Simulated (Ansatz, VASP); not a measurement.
One calculation of Cu, two programs

```
Cu
1.0
     3.88112    0.00000    0.00000
    -1.94056    3.36115    0.00000
     0.00000    0.00000    2.62925
Cu
3
Cartesian
  0.0000 0.0000 0.0000
  0.0000 2.2408 1.3146
  1.9406 1.1204 1.3146
```

Alike in both runs: task single point; functional PBE; k mesh 12 × 12 × 16; occupations gaussian, width 0.1 eV; no spin polarisation.

|  | VASP | Ansatz |
| --- | --- | --- |
| version | VASP 6.6.1 | Ansatz 0.2.0 |
| potentials or method | VASP PAW PBE potentials, release 64 (Cu), cutoff 520 eV | scalar-relativistic, plane waves, PAW |
| valence electrons in the cell | 33 | 57 |

```csv
,VASP,Ansatz,Ansatz less VASP
gap on the k mesh at the Fermi level (eV),none,none,-
pressure (GPa),14.3,13.4,-0.85
"traceless stress, the component that is largest in VASP (GPa)",-16.39,-16.28,+0.110
```

A gap of «none» marks a metal or a gap that the smearing closes. VASP's potentials hold 33 valence electrons a cell and Ansatz's 57, so a difference there can come from the potentials and not from the codes.
